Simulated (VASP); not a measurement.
A run of VASP 6.6.1 is set up as follows.

Contents of INCAR:

```
SYSTEM = MgS
PREC     = Accurate       ! precision mode
ENCUT    = 520            ! plane-wave cutoff, eV
EDIFF    = 1E-6           ! SCF threshold, eV
ISMEAR   = 0              ! smearing method
SIGMA    = 0.05           ! smearing width, eV
LREAL    = .False.        ! projectors in reciprocal space
LASPH    = .True.         ! aspherical terms in the spheres
NELM     = 100            ! most SCF steps
ALGO     = Normal         ! electronic algorithm
ISIF     = 2              ! what is computed and relaxed
LWAVE    = .False.        ! write WAVECAR
LCHARG   = .True.         ! write CHGCAR
GGA      = PS             ! functional
LELF     = .True.         ! ELF
LVHAR    = .True.       
NBANDS   = 16             ! bands
```

KPOINTS

```
Automatic mesh
0
Gamma
  6 6 4
  0 0 0
```

File POSCAR:

```
MgS
1.0
    4.1960073031      0.0000000000      0.0000000000
   -2.0980036515      3.6338489189      0.0000000000
    0.0000000000      0.0000000000      6.9468777144
Mg S
2 2
Direct
    0.6666666667      0.3333333333      0.4957548500
    0.3333333333      0.6666666667      0.9957548500
    0.3333333333      0.6666666667      0.3792441500
    0.6666666667      0.3333333333      0.8792441500
```

Potentials or basis: VASP PAW PBE potentials, release 64 (Mg, S).

Launch:

```sh
$ cat potpaw_PBE.64/Mg/POTCAR potpaw_PBE.64/S/POTCAR > POTCAR
$ mpirun -np 1 vasp_std > vasp.out
```

Question: Predict the band gap on the k mesh.

Answer: 2.61 eV, direct.

Question: What does it give for the pressure?

Answer: -6.7 GPa.

Question: What does it give for the largest force?

Answer: 0.131 eV/Å.

Stress tensor (GPa, compression positive):
```
-6.10  0.00  0.00
 0.00 -6.10  0.00
 0.00  0.00 -7.81
```

Caveat: the cell differs from its parent crystal (strain +0.040 along x and y, +0.080 along z); the PAW data sets were made with another functional, which shifts forces and pressure a little.
